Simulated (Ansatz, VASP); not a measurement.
Two plane-wave programs on Cd3SeS2

```
Cd Se S
1.0
    -2.12659    6.38453    3.00457
     2.12659   -6.38453    3.00457
     2.12659    6.38453   -3.00457
Cd Se S
3 1 2
Direct
  0.08538 0.25728 0.82810
  0.42918 0.25728 0.17190
  0.73507 0.23507 0.50000
  0.00208 0.00208 0.00000
  0.66703 0.99915 0.66788
  0.33127 0.99915 0.33212
```

Alike in both runs: functional PBE; k mesh 8 × 8 × 8; occupations gaussian, width 0.02 eV; no spin polarisation.

Ansatz relaxed the structure, and its values are those at the end. VASP's run is a single point on that final structure, the one shown.

```csv
,VASP,Ansatz
version,VASP 6.6.1,Ansatz 0.2.0
potentials or method,"VASP PAW PBE potentials, release 64 (Cd, Se, S), cutoff 520 eV","scalar-relativistic, plane waves, PAW"
valence electrons in the cell,54,88
```

```tsv
	VASP	Ansatz	Ansatz less VASP
gap on the k mesh at the Fermi level (eV)	0.79	0.79	0.000
least direct gap on the mesh (eV)	0.79	0.79	0.000
pressure (GPa)	0.3	0.0	-0.28
```

With one functional, cell and mesh, what is left measures potentials, basis and numerics. VASP's potentials hold 54 valence electrons a cell and Ansatz's 88, so a difference there can come from the potentials and not from the codes.
